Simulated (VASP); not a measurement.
Wanted: the native input for a VASP 6.6.1 run.

```yaml
Task: single point
Functional: PBE
Potentials_or_basis: VASP PAW PBE potentials, release 64 (Li_sv, F)
Cutoff: 520 eV
k_mesh: 6 × 6 × 6
Occupations: gaussian, width 0.01 eV
Spin: no spin polarisation
Dipole_correction: no
Further_INCAR_settings: ALGO = Normal; EDIFF = 1e-06; NBANDS = 12
```

The structure of LiF lies in POSCAR:

```
LiF
1.0
    0.0000000000      1.9749230202      1.9749230202
    1.9749230202      0.0000000000      1.9749230202
    1.9749230202      1.9749230202      0.0000000000
Li F
1 1
Direct
    0.0000000000      0.0000000000      0.0000000000
    0.5000000000      0.5000000000      0.5000000000
```

This cell differs from its parent crystal: strain -1.0%.

The input as run:

INCAR

```
PREC = Accurate
ENCUT = 520
EDIFF = 1E-6
ISMEAR = 0
SIGMA = 0.01
LREAL = False
LASPH = True
NELM = 100
ALGO = Normal
ISIF = 2
LWAVE = False
LCHARG = False
GGA = PE
NBANDS = 12
```

KPOINTS

```
regular mesh
0
Gamma
  6 6 6
```

Potentials or basis: VASP PAW PBE potentials, release 64 (Li_sv, F).

Run with:

```console
$ cat potpaw_PBE.64/Li_sv/POTCAR potpaw_PBE.64/F/POTCAR > POTCAR
$ mpirun -np 1 vasp_std > vasp.out
```

It gave:

```
Band gap on the k mesh : 9.63 eV
```

Caveat: the k points lie up to 0.46 Å⁻¹ apart; the cell differs from its parent crystal (strain -1.0%).

Wall time 2.8 s on 1 thread of AMD EPYC 9R45 96-Core Processor (Zen 5), with other jobs on the host, peak memory 0.1 GiB.
